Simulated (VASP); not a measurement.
Li: single point with PBE

Li, a slab with vacuum:

```xyz
2
Lattice="3.0546 0.0000 0.0000 -1.5273 2.6453 0.0000 0.0000 0.0000 22.5014" Properties=species:S:1:pos:R:3 pbc="T T T"
Li    2.2909    0.4409   10.0000
Li   -0.7636    2.2045   12.5014
```

```
Program             : VASP 6.6.1
Task                : single point
Functional          : PBE
Potentials or basis : VASP PAW PBE potentials, release 64 (Li_sv)
Cutoff              : 520 eV
k mesh              : 15 × 15 × 1
Occupations         : fermi-dirac, width 0.05 eV
Spin                : no spin polarisation
```

- Largest force: 0.129 eV/Å
- Band gap on the k mesh: zero (bands 3 and 4 overlap by 3.03 eV)

Forces on the atoms (eV/Å):
```
Li   0.000  0.000  0.129
Li   0.000  0.000 -0.129
```

Levels at points of the mesh, in eV from the Fermi level:
```csv
k point,band 1,band 2,band 3,band 4,band 5,band 6,band 7
"(0.00, 0.00, 0.00)",-46.98,-46.97,-3.12,-1.24,0.17,2.88,3.15
```

Run time: 44 s on 1 thread of Intel(R) Xeon(R) Platinum 8259CL CPU @ 2.50GHz (Skylake/Cascade Lake), on a shared host, peak memory 0.3 GiB.
